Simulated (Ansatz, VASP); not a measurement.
BeH in VASP and in Ansatz

```
Be H
1.0
     2.38704   -4.97951    0.00000
     2.38704    4.97951    0.00000
     0.00000    0.00000    3.99636
Be H
4 4
Direct
  0.25006 0.25006 0.24152
  0.74994 0.74994 0.24152
  0.25006 0.25006 0.75848
  0.74994 0.74994 0.75848
  0.14149 0.35878 0.00000
  0.64122 0.85851 0.00000
  0.85851 0.64122 0.00000
  0.35878 0.14149 0.00000
```

Alike in both runs: functional PBE; k mesh 6 × 6 × 4; occupations gaussian, width 0.1 eV; no spin polarisation.

Ansatz relaxed the structure, and its values are those at the end. VASP's run is a single point on that final structure, the one shown.

```csv
,VASP,Ansatz
version,VASP 6.6.1,Ansatz 0.2.0
potentials or method,"VASP PAW PBE potentials, release 64 (Be, H), cutoff 520 eV","scalar-relativistic, plane waves, PAW"
valence electrons in the cell,12,12
```

VASP gave:

- gap on the k mesh at the Fermi level (eV): 0.68
- least direct gap on the mesh (eV): 0.89
- pressure (GPa): 0.0
- rms of the force components (eV/Å): 0.011

Q: What did Ansatz give for the same quantities?

A: gap on the k mesh at the Fermi level (eV): 0.68; least direct gap on the mesh (eV): 0.89; pressure (GPa): 0.0; rms of the force components (eV/Å): 0.005.
